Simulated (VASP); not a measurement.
# Si2W (I4_1md) in VASP: further runs, part 2 of 2

VASP 6.6.1.

## Step 4: Relaxation of cell and atoms, PBE

The input, INCAR:

```
SYSTEM = Si2W
PREC = Accurate ; ENCUT = 600
EDIFF = 1E-7 ; ISMEAR = 0
SIGMA = 0.1 ; LREAL = .FALSE.
LASPH = .TRUE. ; NELM = 60
ALGO = Normal ; ISIF = 3
LWAVE = .FALSE. ; LCHARG = .FALSE.
GGA = PE ; IBRION = 2
NSW = 90 ; EDIFFG = -0.04
```

The input, KPOINTS:

```
Automatic mesh
0
G
  6 6 6
  0 0 0
```

The input, POSCAR:

```
Si2W
1.0
   -3.3018168119      3.3018168119      2.2657674865
    3.3018168119     -3.3018168119      2.2657674865
    3.3018168119      3.3018168119     -2.2657674865
Si W
4 2
Direct
    0.6377486178      0.8211309205      0.1833823028
    0.6377486178      0.4543663150      0.8166176972
    0.5711309205      0.8877486178      0.6833823028
    0.2043663150      0.8877486178      0.3166176972
    0.1581039455      0.1581039455      0.0000000000
    0.9081039455      0.4081039455      0.5000000000
```

Potentials or basis: VASP PAW PBE potentials, release 64 (Si, W_sv).

Run with:

```sh
$ cat potpaw_PBE.64/Si/POTCAR potpaw_PBE.64/W_sv/POTCAR > POTCAR
$ mpirun -np 1 vasp_std > vasp.out
```

OUTCAR:

```text
SYSTEM = Si2W
   PREC = Accurate
   ENCUT = 600
   EDIFF = 1E-7
   ISMEAR = 0
   LREAL = .FALSE.
   LASPH = .TRUE.
   NELM = 60
   ISIF = 3
   GGA = PE
   IBRION = 2
   NSW = 90
   EDIFFG = -0.04

 ion  position               nearest neighbor table
   1  0.638  0.821  0.183-   2 2.42   6 2.42   5 2.49   5 2.65   4 2.67   3 2.67   3 2.67   4 2.67

   2  0.638  0.454  0.817-   1 2.42   6 2.42   5 2.49   5 2.65   3 2.67   4 2.67   4 2.67   3 2.67

   3  0.571  0.888  0.683-   4 2.42   5 2.42   6 2.49   6 2.65   2 2.67   1 2.67   1 2.67   2 2.67

   4  0.204  0.888  0.317-   3 2.42   5 2.42   6 2.49   6 2.65   1 2.67   2 2.67   2 2.67   1 2.67

   5  0.158  0.158  0.000-   4 2.42   3 2.42   1 2.49   2 2.49   2 2.65   1 2.65   6 3.49   6 3.49
                             6 3.49   6 3.49
   6  0.908  0.408  0.500-   2 2.42   1 2.42   3 2.49   4 2.49   4 2.65   3 2.65   5 3.49   5 3.49
                             5 3.49   5 3.49

[... 323 lines left out ...]

  energy without entropy =      -44.74792965  energy(sigma->0) =      -44.75212558

 E-fermi :   9.1531     XC(G=0): -11.4267

 val. band max:        9.1180400858   @ k =  -0.3333  -0.3333   0.1667
 cond. band min:       9.1711412882   @ k =  -0.1667   0.1667   0.0000
 fundamental gap:      0.0531012024
 Fermi energy:         9.1530716919

 k-point     1 :       0.0000    0.0000    0.0000
  band No.  band energies     occupation
      1     -64.8803      2.00000
      2     -64.8763      2.00000
      3     -29.1683      2.00000
      4     -29.1683      2.00000
      5     -29.1638      2.00000
      6     -29.1598      2.00000
[... 685 lines left out ...]
     25      10.1143      0.00000
     26      11.0811      0.00000

 [... further k-points ...]

------------------------ aborting loop because EDIFF is reached ----------------------------------------

  FORCE on cell =-STRESS in cart. coord.  units (eV):
  Direction    XX          YY          ZZ          XY          YZ          ZX
  --------------------------------------------------------------------------------------
  -------------------------------------------------------------------------------------
  Total        0.0256544      0.0256544      0.1923429      0.0000000      0.0000000      0.0000000
  in kB        0.4154194      0.4154194      3.1145896      0.0000000      0.0000000      0.0000000
  external PRESSURE =       1.3151428 kB  Pullay stress =       0.0000000 kB
[... 21 lines left out ...]
  FREE ENERGIE OF THE ION-ELECTRON SYSTEM (eV)
  ---------------------------------------------------
  free  energy   TOTEN  =       -44.7563215167 eV

  energy  without entropy=      -44.7479296484  energy(sigma->0) =      -44.75212558

 reached required accuracy - stopping structural energy minimisation
```

Wall time 7.7 min (1 thread of Intel Xeon 8259CL, shared host); peak memory 0.3 GiB.

Results:

```yaml
Free_energy: -44.7563 eV
Relaxed_volume: 16.49 Å³/atom
Relaxed_cell: a = 5.195 Å, b = 5.195 Å, c = 5.195 Å, α = 100.93°, β = 100.93°, γ = 128.37°
Space_group_after_relaxing_to_0.1_Å: I4_1md (No. 109)
Energy_gained_by_relaxing: 0.3 meV/atom
Ionic_steps: 4
Pressure_after_relaxing: 0.1 GPa
Band_gap_on_the_k_mesh: zero (bands 22 and 23 overlap by 0.78 eV)
```

Forces in eV/Å, atoms in the order of the input:
```
Si  -0.001  0.000 -0.001
Si   0.001  0.000 -0.001
Si   0.000 -0.001 -0.001
Si   0.000  0.001 -0.001
W    0.000  0.000  0.003
W    0.000  0.000  0.003
```

The path:
```csv
step,energy change (eV),largest force (eV/Å),pressure (GPa),volume (Å³)
1,0.0000,0.1104,0.13,98.81
2,-0.0012,0.0619,-0.08,99.00
3,-0.0013,0.0568,-0.07,98.99
4,-0.0015,0.0026,0.13,98.94
```

Final structure:
```cif
data_structure
_symmetry_space_group_name_H-M 'P 1'
_symmetry_Int_Tables_number 1
_cell_length_a 5.1948
_cell_length_b 5.1948
_cell_length_c 5.1948
_cell_angle_alpha 100.933
_cell_angle_beta 100.933
_cell_angle_gamma 128.367
_cell_volume 98.94
loop_
_atom_site_label
_atom_site_type_symbol
_atom_site_fract_x
_atom_site_fract_y
_atom_site_fract_z
_atom_site_occupancy
Si1 Si 0.63767 0.82214 0.18446 1
Si2 Si 0.63767 0.45321 0.81554 1
Si3 Si 0.57214 0.88767 0.68446 1
Si4 Si 0.20321 0.88767 0.31554 1
W1 W 0.15825 0.15825 0.00000 1
W2 W 0.90825 0.40825 0.50000 1
```

Levels at points of the mesh, in eV from the Fermi level:
```
           k point  band 18  band 19  band 20  band 21  band 22  band 23  band 24  band 25  band 26
(0.00, 0.00, 0.00)    -2.23    -2.00    -1.71    -1.71    -0.24    -0.24     0.55     0.85     2.31
(0.50, 0.00, 0.00)    -2.14    -2.12    -1.76    -1.50    -0.39    -0.23     1.08     1.16     1.96
(0.50, 0.50, 0.00)    -2.94    -1.79    -1.79    -1.22    -1.22     0.85     0.85     1.66     1.66
(0.50, 0.50, 0.50)    -2.21    -2.13    -2.13    -0.87    -0.87     1.12     1.12     1.39     1.39
```

Caveat: spin-orbit coupling is left out, which moves the levels of the heavy elements.

## Step 5: The runs side by side

```tsv
task	cell	k mesh	cutoff (eV)	gap on the mesh (eV)	pressure (GPa)	largest force (eV/Å)
single point	a = 5.195 Å, angles 100.9, 100.9, 128.3°, 6 atoms	6 × 6 × 6	520	none	0.0	0.01
single point	a = 5.195 Å, angles 100.9, 100.9, 128.3°, 6 atoms	10 × 10 × 10	520	none	0.0	0.01
relaxation of cell and atoms	relaxed from a = 5.190 Å, angles 101.0, 101.0, 128.2°, 6 atoms	6 × 6 × 6	600	none	0.1	-
```

Alike in all rows: level PBE; potentials or basis VASP PAW PBE potentials, release 64 (Si, W_sv); no spin polarisation; smearing gaussian 0.1 eV.

Caveats: spin-orbit coupling is left out, which moves the levels of the heavy elements.

Absolute energies hang on the potentials; compare differences alone.
